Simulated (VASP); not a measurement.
## TiC: vibrations by perturbation theory with PBEsol

Crystal: TiC.

```
CELL_PARAMETERS angstrom
0.00000 2.16802 2.16802
2.16802 0.00000 2.16802
2.16802 2.16802 0.00000
ATOMIC_POSITIONS crystal
Ti 0.00000 0.00000 0.00000
C 0.50000 0.50000 0.50000
```

```yaml
Program: VASP 6.6.1
Task: vibrations by perturbation theory
Functional: PBEsol
Potentials_or_basis: VASP PAW PBE potentials, release 64 (Ti_sv, C)
Cutoff: 520 eV
k_mesh: 16 × 16 × 16
Occupations: fermi-dirac, width 0.1 eV
Spin: no spin polarisation
Dipole_correction: no
Further_INCAR_settings: ALGO = Normal; EDIFF = 1e-08; IBRION = 8; NSW = 1
```

- Highest phonon frequency at Γ: 513 cm⁻¹

Phonon frequencies in cm⁻¹ (negative: imaginary):
| q point | frequencies |
| --- | --- |
| (0.000, 0.000, 0.000) | 0 0 0 513 513 513 |

It took 6.6 min on 1 thread of Intel(R) Xeon(R) Platinum 8259CL CPU @ 2.50GHz (Skylake/Cascade Lake), with other jobs on the host, peak memory 0.35 GiB.

Caveat: the cell stands under pressure or tension, which shifts response properties.
